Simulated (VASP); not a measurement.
MgO: G0W0 quasiparticle levels with PBE

MgO:

```xyz
2
Lattice="0.0000 2.1055 2.1055 2.1055 0.0000 2.1055 2.1055 2.1055 0.0000" Properties=species:S:1:pos:R:3 pbc="T T T"
Mg    0.0000    0.0000    0.0000
O     2.1055    2.1055    2.1055
```

```
Program                         : VASP 6.6.1
Task                            : G0W0 quasiparticle levels
Functional                      : PBE
Potentials or basis             : VASP PAW PBE potentials, release 64 (Mg_GW, O_GW)
Cutoff                          : 500 eV
k mesh                          : 2 × 2 × 2
Occupations                     : gaussian, width 0.01 eV
Spin                            : no spin polarisation
Dipole correction               : no
GW scheme                       : G0W0
GW iterations                   : 1
Cutoff of the response function : 200
Frequency points                : 48
Empty bands                     : 258
Further INCAR settings          : ALGO = EVGW0; EDIFF = 1e-08; NBANDS = 262
```

```json
{
 "Band gap on the k mesh, mean-field level": "4.48 eV, direct",
 "Quasiparticle gap": "6.66 eV",
 "Least direct quasiparticle gap": "6.66 eV"
}
```

Levels at points of the mesh, in eV from the valence-band top:
| k point | band 1 | band 2 | band 3 | band 4 | band 5 | band 6 | band 7 | band 8 |
| --- | --- | --- | --- | --- | --- | --- | --- | --- |
| (0.00, 0.00, 0.00) | -17.34 | 0.00 | 0.00 | 0.00 | 4.48 | 15.40 | 15.40 | 15.40 |
| (0.50, 0.00, 0.00) | -16.00 | -4.82 | -0.68 | -0.68 | 7.58 | 12.51 | 15.83 | 15.83 |
| (0.50, 0.50, 0.00) | -15.73 | -4.26 | -1.42 | -1.42 | 8.75 | 9.54 | 13.00 | 18.64 |

Wall time 13 s on 1 thread of Intel Xeon 6975P-C, with other jobs on the host, peak memory 0.15 GiB.

Caveat: the k points lie up to 1.29 Å⁻¹ apart; bands, screening cutoff and mesh are small and nothing is extrapolated, so the quasiparticle values aren't converged.
